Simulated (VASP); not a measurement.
Here is a VASP 6.6.1 calculation.

INCAR

```
ALGO = Normal
EDIFF = 1E-6
ENCUT = 500
GGA = PE
GGA_COMPAT = False
ISIF = 2
ISMEAR = 0
LASPH = True
LCHARG = False
LREAL = False
LWAVE = False
NBANDS = 18
NELM = 120
PREC = Accurate
SIGMA = 0.01
```

File KPOINTS:

```
k-points
0
Gamma
  6 6 4
```

The input POSCAR:

```
PtS2
1.0
    3.5526240935      0.0000000000      0.0000000000
   -1.7763120467      3.0766627150      0.0000000000
    0.0000000000      0.0000000000      5.1228306381
Pt S
1 2
Direct
    0.0000000000      0.0000000000      0.0000000000
    0.3333333333      0.6666666667      0.2392542164
    0.6666666667      0.3333333333      0.7607457836
```

Potentials or basis: VASP PAW PBE potentials, release 64 (Pt, S).

Run with:

```console
$ cat potpaw_PBE.64/Pt/POTCAR potpaw_PBE.64/S/POTCAR > POTCAR
$ mpirun -np 1 vasp_std > vasp.out
```

Problem. What does it give for the pressure?

Solution. 3.2 GPa.

Problem. Estimate the band gap on the k mesh.

Solution. 0.85 eV, indirect (least direct gap 1.42 eV).

Problem. Predict the largest force.

Solution. 0.026 eV/Å.

Forces in eV/Å, atoms in the order of the input:
```
Pt   0.000  0.000  0.000
S    0.000  0.000  0.026
S    0.000  0.000 -0.026
```

Caveat: spin-orbit coupling is left out, which moves the levels of the heavy elements. Expect the measured gap to be larger: semilocal functionals such as PBE lack the derivative discontinuity.
